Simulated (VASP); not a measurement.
# K2S (Fm-3m) in VASP: a series of runs, part 2 of 2

VASP 6.6.1. Earlier steps stand in the parts before.

### 4 Single point, PBEsol (32.91 Å³/atom)

This run uses another cell than the first one, of 32.91 Å³/atom.

INCAR reads:

```
SYSTEM = K2S
  PREC = Accurate
  ENCUT = 500
  EDIFF = 1E-6
  ISMEAR = 0
  SIGMA = 0.05
  LREAL = .False.
  LASPH = .True.
  NELM = 120
  ALGO = Normal
  ISIF = 2
  LWAVE = .False.
  LCHARG = .True.
  GGA = PS
  LELF = .True.
  LVHAR = .True.
  NBANDS = 19
  GGA_COMPAT = .False.
```

KPOINTS reads:

```
Automatic mesh
0
Gamma
  6 6 6
  0 0 0
```

POSCAR reads:

```
K2S
1.0
    0.0000000000      3.6683381066      3.6683381066
    3.6683381066      0.0000000000      3.6683381066
    3.6683381066      3.6683381066      0.0000000000
K S
2 1
Direct
    0.2500000000      0.2500000000      0.2500000000
    0.7500000000      0.7500000000      0.7500000000
    0.0000000000      0.0000000000      0.0000000000
```

Potentials or basis: VASP PAW PBE potentials, release 64 (K_sv, S).

On the command line:

```bash
cat potpaw_PBE.64/K_sv/POTCAR potpaw_PBE.64/S/POTCAR > POTCAR
mpirun -np 1 vasp_std > vasp.out
```

OUTCAR:

```text
SYSTEM = K2S
   PREC = Accurate
   ENCUT = 500
   EDIFF = 1E-6
   ISMEAR = 0
   LREAL = .False.
   LASPH = .True.
   NELM = 120
   ISIF = 2
   GGA = PS

 ion  position               nearest neighbor table
   1  0.250  0.250  0.250-   3 3.18   3 3.18   3 3.18   3 3.18   2 3.67   2 3.67   2 3.67   2 3.67
                             2 3.67   2 3.67
   2  0.750  0.750  0.750-   3 3.18   3 3.18   3 3.18   3 3.18   1 3.67   1 3.67   1 3.67   1 3.67
                             1 3.67   1 3.67
   3  0.000  0.000  0.000-   2 3.18   2 3.18   2 3.18   1 3.18   1 3.18   1 3.18   2 3.18   1 3.18

  LATTYP: Found a face centered cubic cell.
 ALAT       =     7.3366762132

  Lattice vectors:

 A1 = (   0.0000000000,   3.6683381066,   3.6683381066)
 A2 = (   3.6683381066,   0.0000000000,   3.6683381066)
 A3 = (   3.6683381066,   3.6683381066,   0.0000000000)

Analysis of symmetry for initial positions (statically):
=====================================================================
 Subroutine PRICEL returns:
 Original cell was already a primitive cell.

 Routine SETGRP: Setting up the symmetry group for a
 face centered cubic supercell.

 Subroutine GETGRP returns: Found 48 space group operations
 (whereof 48 operations were pure point group operations)
 out of a pool of 48 trial point group operations.

The static configuration has the point symmetry O_h .

Analysis of symmetry for dynamics (positions and initial velocities):
=====================================================================
 Subroutine PRICEL returns:
 Original cell was already a primitive cell.

 Routine SETGRP: Setting up the symmetry group for a
 face centered cubic supercell.

 Subroutine GETGRP returns: Found 48 space group operations
 (whereof 48 operations were pure point group operations)
 out of a pool of 48 trial point group operations.

[... 109 lines left out ...]
   EFERMI_NEDOS =   21; number of points for ismear=-14 and -15
   IALGO  =     38    algorithm
   IMIX   =      4    mixing-type and parameters
     AMIX     =   0.40;   BMIX     =  1.00
     AMIX_MAG =   1.60;   BMIX_MAG =  1.00
  volume/ion in A,a.u.               =      32.91       222.08
  Fermi-wavevector in a.u.,A,eV,Ry     =   1.021722  1.930774 14.203325  1.043915
  Thomas-Fermi vector in A             =   2.155362
   LORBIT       =      0    0 simple, 1 ext, 2 COOP (PROOUT), +10 PAW based schemes
   GGA     = PS    functional components
   LHFCALC =     F    Hartree Fock is set to
   AEXX    =    0.0000 exact exchange contribution
   IVDW    =     0    specifies the selected vdW correction
   LEPSILON=     F    determine dielectric tensor
   LRPA    =     F    only Hartree local field effects (RPA)
 non-spin polarized calculation
 Gauss-broadening in eV      SIGMA  =   0.05
  energy-cutoff  :      500.00
  volume of cell :       98.73
 maximum number of plane-waves:      2541
 NGX is ok and might be reduce to    40
   NGX = 19   NGY = 19   NGZ = 19

 number of electron      23.9999997 magnetization

 Free energy of the ion-electron system (eV)
  ---------------------------------------------------
  ext. energy  EPLUGINS =         0.00000000
  ---------------------------------------------------
  free energy    TOTEN  =        -9.86358576 eV

  energy without entropy =       -9.86358576  energy(sigma->0) =       -9.86358576

 E-fermi :  -0.0258     XC(G=0):  -7.6078

 val. band max:       -0.3547155894   @ k =   0.5000   0.5000   0.0000
 cond. band min:       1.9897776834   @ k =   0.0000   0.0000   0.0000
 fundamental gap:      2.3444932728
 Fermi energy:        -0.0258211356

 k-point     1 :       0.0000    0.0000    0.0000
  band No.  band energies     occupation
      1     -29.3356      2.00000
      2     -29.2410      2.00000
      3     -13.0078      2.00000
      4     -13.0078      2.00000
      5     -13.0078      2.00000
      6     -12.7446      2.00000
[... 329 lines left out ...]
      6     -12.8001      2.00000
[... 11 lines left out ...]
     18       7.2270      0.00000
     19       7.5629      0.00000

------------------------ aborting loop because EDIFF is reached ----------------------------------------

  FORCE on cell =-STRESS in cart. coord.  units (eV):
  Direction    XX          YY          ZZ          XY          YZ          ZX
  --------------------------------------------------------------------------------------
  -------------------------------------------------------------------------------------
  Total        0.0273443      0.0273443      0.0273443      0.0000000      0.0000000     -0.0000000
  in kB        0.4437502      0.4437502      0.4437502      0.0000000      0.0000000     -0.0000000
  external PRESSURE =       0.4437502 kB  Pullay stress =       0.0000000 kB

 VOLUME and BASIS-vectors are now :
 -----------------------------------------------------------------------------
  energy-cutoff  :      500.00
  volume of cell :       98.73
      direct lattice vectors                 reciprocal lattice vectors
     0.000000000  3.668338107  3.668338107    -0.136301504  0.136301504  0.136301504
     3.668338107  0.000000000  3.668338107     0.136301504 -0.136301504  0.136301504
     3.668338107  3.668338107  0.000000000     0.136301504  0.136301504 -0.136301504

 POSITION                                       TOTAL-FORCE (eV/Angst)
 -----------------------------------------------------------------------------------
      1.83417      1.83417      1.83417        -0.000000     -0.000000     -0.000000
      5.50251      5.50251      5.50251         0.000000      0.000000      0.000000
      0.00000      0.00000      0.00000         0.000000     -0.000000     -0.000000
 -----------------------------------------------------------------------------------
    total drift:                               -0.000000     -0.000000      0.000000

  FREE ENERGIE OF THE ION-ELECTRON SYSTEM (eV)
  ---------------------------------------------------
  free  energy   TOTEN  =        -9.8635857551 eV

  energy  without entropy=       -9.8635857551  energy(sigma->0) =       -9.86358576
```

It took 74 s on 1 thread of Intel Xeon 8259CL, shared host; peak memory 0.24 GiB.

What came out:

```yaml
Free_energy: -9.8636 eV
Pressure: 0.0 GPa
Band_gap_on_the_k_mesh: 2.34 eV (least direct gap 2.57 eV)
```

Caveat: the PAW data sets were made with another functional, which shifts forces and pressure a little.

### 5 Overview

```csv
cell,gap on the mesh (eV),pressure (GPa)
"a = 5.118 Å, angles 60.0°, 3 atoms",2.44,1.0
"a = 5.153 Å, angles 60.0°, 3 atoms",2.39,0.5
"a = 5.188 Å, angles 60.0°, 3 atoms",2.34,0.0
```

Alike in all rows: task single point; level PBEsol; potentials or basis VASP PAW PBE potentials, release 64 (K_sv, S); no spin polarisation; k mesh 6 × 6 × 6; cutoff (eV) 500; smearing gaussian 0.05 eV.

Caveats: the PAW data sets were made with another functional, which shifts forces and pressure a little.

Absolute energies hang on the potentials; compare differences alone.
